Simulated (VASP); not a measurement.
## CdS: single point with PBE

CdS:

```
CELL_PARAMETERS angstrom
0.00000 2.91000 2.91000
2.91000 0.00000 2.91000
2.91000 2.91000 0.00000
ATOMIC_POSITIONS crystal
Cd 0.00000 0.00000 0.00000
S 0.75000 0.75000 0.75000
```

```
Program                : VASP 6.6.1
Task                   : single point
Functional             : PBE
Potentials or basis    : VASP PAW PBE potentials, release 64 (Cd, S)
Cutoff                 : 520 eV
k mesh                 : 4 × 4 × 4
Occupations            : fermi-dirac, width 0.01 eV
Spin                   : no spin polarisation
Dipole correction      : no
Further INCAR settings : ALGO = Normal; EDIFF = 1e-06; NBANDS = 16
```

```yaml
Pressure: 3.8 GPa
Band_gap_on_the_k_mesh: 1.15 eV, direct
```

Levels at points of the mesh, in eV from the valence-band top:
```csv
k point,band 6,band 7,band 8,band 9,band 10,band 11,band 12,band 13
"(0.00, 0.00, 0.00)",-7.29,0.00,0.00,0.00,1.15,6.53,6.53,6.53
"(0.50, 0.00, 0.00)",-6.90,-4.45,-0.76,-0.76,3.01,7.00,7.00,7.49
"(0.50, 0.50, 0.00)",-6.83,-3.99,-1.91,-1.91,3.53,4.35,9.26,10.81
```

It took 5.4 s on 1 thread of AMD EPYC 9R14 (Zen 4), on a shared host, peak memory 0.14 GiB.

Caveat: the k points lie up to 0.47 Å⁻¹ apart. A hybrid or GW would open this gap; PBE tends to underestimate it.
